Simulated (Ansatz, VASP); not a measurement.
**Two plane-wave programs on Ge2Sb2O**

INCAR

```
SYSTEM = Ge2Sb2O
PREC = Accurate
ENCUT = 600
EDIFF = 1E-7
ISMEAR = 0
SIGMA = 0.1
LREAL = .False.
LASPH = .True.
NELM = 120
ALGO = Normal
ISIF = 3
LWAVE = .False.
LCHARG = .False.
GGA = PE
IBRION = 2
NSW = 90
EDIFFG = -0.04
GGA_COMPAT = .False.
NELMIN = 4
```

File KPOINTS:

```
Automatic mesh
0
Gamma
  6 6 4
  0 0 0
```

The input POSCAR:

```
Ge2Sb2O
1.0
    4.7684148566      0.0000000000      0.0000000000
   -2.3842074283      4.1295684016      0.0000000000
    0.0000000000      0.0000000000      7.0082360721
Ge Sb O
2 2 1
Direct
    0.3333333333      0.6666666667      0.0000000000
    0.6666666667      0.3333333333      0.0000000000
    0.0000000000      0.0000000000      0.7104911833
    0.0000000000      0.0000000000      0.2895088167
    0.0000000000      0.0000000000      0.0000000000
```

Input for Ansatz:

```yaml
crystal:
  lattice:
    - [4.7684148566, 0.0, 0.0]
    - [-2.3842074283, 4.1295684016, 0.0]
    - [0.0, 0.0, 7.0082360721]
  atoms:
    - { symbol: Ge, position: [0.3333333333, 0.6666666667, 0.0] }
    - { symbol: Ge, position: [0.6666666667, 0.3333333333, 0.0] }
    - { symbol: Sb, position: [0.0, 0.0, 0.7104911833] }
    - { symbol: Sb, position: [0.0, 0.0, 0.2895088167] }
    - { symbol: O, position: [0.0, 0.0, 0.0] }
basis:
  ecutwfc: 420
kpoints:
  mp_grid: { grid: [6, 6, 4] }
hamiltonian:
  xc: pbe
scf:
  occupations: { method: gaussian, width: 0.1 }
  lower_state_search: "off"
output:
  forces: true
  stress: true
  eigenvalues: true
relax:
  adjacent_minimum: "off"
  f_tol: 0.04
  max_steps: 70
  cell: { stress_tol: 0.4 }
```

Alike in both runs: task relaxation of cell and atoms; functional PBE; k mesh 6 × 6 × 4; occupations gaussian, width 0.1 eV; no spin polarisation.

|  | VASP | Ansatz |
| --- | --- | --- |
| version | VASP 6.6.1 | Ansatz 0.2.0 |
| potentials or method | VASP PAW PBE potentials, release 64 (Ge_d, Sb, O), cutoff 600 eV | scalar-relativistic, plane waves, PAW |
| valence electrons in the cell | 44 | 64 |

|  | VASP | Ansatz | Ansatz less VASP |
| --- | --- | --- | --- |
| gap on the k mesh at the Fermi level, each at its own relaxed structure (eV) | none | none | - |
| relaxed volume (Å³/atom) | 27.16 | 27.20 | +0.036 |
| relaxed cell length with the largest relative difference (Å) | 4.733 | 4.737 | +0.0045 |

A gap of «none» marks a metal or a gap that the smearing closes. VASP's potentials hold 44 valence electrons a cell and Ansatz's 64, so a difference there can come from the potentials and not from the codes.

Spin-orbit coupling is off throughout.
